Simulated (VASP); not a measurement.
Input of a VASP 6.6.1 run:

File POSCAR:

```
AlBSb2
1.0
    3.9660103293      0.0000000000      0.0000000000
    0.0000000000      3.9660103293      0.0000000000
    0.0000000000      0.0000000000      5.8206666309
B Sb Al
1 2 1
Direct
    0.0000000000      0.0000000000      0.0000000000
    0.0000000000      0.5000000000      0.2148476448
    0.5000000000      0.0000000000      0.7851523552
    0.5000000000      0.5000000000      0.5000000000
```

The input INCAR.step1:

```
SYSTEM = AlBSb2
PREC = Accurate
ENCUT = 620
ISMEAR = -1
SIGMA = 0.02
LREAL = .FALSE.
LASPH = .TRUE.
NELM = 120
NBANDS = 26
GGA = PE
ALGO = Normal
EDIFF = 1E-5
LWAVE = .TRUE.
LCHARG = .FALSE.
GGA_COMPAT = .FALSE.
```

INCAR.step2

```
SYSTEM = AlBSb2
PREC = Accurate
ENCUT = 620
EDIFF = 1E-6
ISMEAR = -1
SIGMA = 0.02
LREAL = .FALSE.
LASPH = .TRUE.
NELM = 120
ALGO = Normal
ISIF = 2
LWAVE = .FALSE.
LCHARG = .FALSE.
METAGGA = R2SCAN
LMIXTAU = .TRUE.
NBANDS = 26
ISTART = 1
GGA_COMPAT = .FALSE.
```

KPOINTS

```
Automatic mesh
0
G
  6 6 4
  0 0 0
```

Potentials or basis: VASP PAW PBE potentials, release 64 (B, Sb_d_GW, Al).

Run with:

```bash
$ cat potpaw_PBE.64/B/POTCAR potpaw_PBE.64/Sb_d_GW/POTCAR potpaw_PBE.64/Al/POTCAR > POTCAR
$ cp INCAR.step1 INCAR
$ mpirun -np 1 vasp_std > vasp.out
$ cp INCAR.step2 INCAR
$ mpirun -np 1 vasp_std > vasp.out
```

(1) Estimate the largest force.

(2) Estimate the band gap on the k mesh.

(3) Estimate the pressure.

Results:

(1) 0.025 eV/Å.

(2) 0.15 eV.

(3) 2.3 GPa.

Caveat: semilocal functionals underestimate gaps, and a narrow one can read as zero; the PAW data sets were made with another functional, which shifts forces and pressure a little; spin-orbit coupling is left out, which moves the levels of the heavy elements.
